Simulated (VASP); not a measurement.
A run of VASP 6.6.1:

The input INCAR:

```
ALGO = Normal
EDIFF = 1E-6
ENCUT = 500
GGA = PS
GGA_COMPAT = F
ISIF = 2
ISMEAR = -1
LASPH = T
LCHARG = F
LREAL = F
LWAVE = F
NBANDS = 15
NELM = 120
PREC = Accurate
SIGMA = 0.03
```

KPOINTS

```
k-points
0
Gamma
  6 6 6
```

The input POSCAR:

```
CsCl
1.0
    4.1503054315      0.0000000000      0.0000000000
    0.0000000000      4.1503054315      0.0000000000
    0.0000000000      0.0000000000      4.1503054315
Cs Cl
1 1
Direct
    0.0000000000      0.0000000000      0.0000000000
    0.5000000000      0.5000000000      0.5000000000
```

Potentials or basis: VASP PAW PBE potentials, release 64 (Cs_sv, Cl).

Command:

```console
$ cat potpaw_PBE.64/Cs_sv/POTCAR potpaw_PBE.64/Cl/POTCAR > POTCAR
$ mpirun -np 1 vasp_std > vasp.out
```

Hardware: 1 thread of Intel(R) Xeon(R) Platinum 8259CL CPU @ 2.50GHz (Skylake/Cascade Lake), with other jobs on the host.

Estimate the wall time of this run.

Run time: 15 s on 1 thread of Intel(R) Xeon(R) Platinum 8259CL CPU @ 2.50GHz (Skylake/Cascade Lake), on a shared host, peak memory 0.17 GiB. Counts: scf iterations 12, k points 20.
